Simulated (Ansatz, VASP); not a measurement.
## One calculation of Ta2SiO3, two programs

```
CELL_PARAMETERS angstrom
2.43752 1.40730 4.63225
-2.43752 1.40730 4.63225
0.00000 -2.81461 4.63225
ATOMIC_POSITIONS crystal
Ta 0.75820 0.75820 0.75820
Ta 0.24180 0.24180 0.24180
Si 0.50000 0.50000 0.50000
O 0.50000 0.50000 0.00000
O 0.00000 0.50000 0.50000
O 0.50000 0.00000 0.50000
```

Alike in both runs: functional PBE; k mesh 3 × 3 × 3; occupations gaussian, width 0.15 eV; no spin polarisation.

Ansatz relaxed the structure, and its values are those at the end. VASP's run is a single point on that final structure, the one shown.

```csv
,VASP,Ansatz
version,VASP 6.6.1,Ansatz 0.2.0
potentials or method,"VASP PAW PBE potentials, release 64 (Ta_pv, Si, O), cutoff 600 eV","scalar-relativistic, plane waves, PAW"
valence electrons in the cell,44,48
```

```tsv
	VASP	Ansatz	Ansatz less VASP
gap on the k mesh at the Fermi level (eV)	none	none	-
pressure (GPa)	0.8	0.2	-0.60
rms of the force components (eV/Å)	0.076	0.002	-0.0739
```

A gap of «none» marks a metal or a gap that the smearing closes. The functional is the same, so the differences come from potentials, cutoffs and numerics. VASP's potentials hold 44 valence electrons a cell and Ansatz's 48, so a difference there can come from the potentials and not from the codes.

The k mesh is coarse, so the values compare programs but aren't converged. Neither program's run includes spin-orbit coupling.
